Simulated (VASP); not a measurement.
Crystal: NaH.

```
Na H
1.0
     0.00000    2.33757    2.33757
     2.33757    0.00000    2.33757
     2.33757    2.33757    0.00000
Na H
1 1
Direct
  0.00000 0.00000 0.00000
  0.50000 0.50000 0.50000
```

This cell differs from its parent crystal: strain -2.5%.

Base run:

| Quantity | Value |
| --- | --- |
| Program | VASP 6.6.1 |
| Functional | PBE |
| Potentials or basis | VASP PAW PBE potentials, release 64 (Na_pv, H) |
| Cutoff | 520 eV |
| k mesh | 6 × 6 × 6 |
| Occupations | gaussian, width 0.01 eV |
| Spin | no spin polarisation |

Its results: band gap on the k mesh 3.98 eV (least direct gap 4.83 eV); pressure 2.7 GPa.

The run is repeated on the same cell with these changes: functional from PBE to r2SCAN; k mesh from 6 × 6 × 6 to 10 × 10 × 10. What comes out?

Band gap on the k mesh 4.57 eV (least direct gap 5.43 eV); pressure 1.9 GPa.

Several settings changed at once.

Caveats: the PAW data sets were made with another functional, which shifts forces and pressure a little (at least some runs).

A k mesh can miss the band edges.
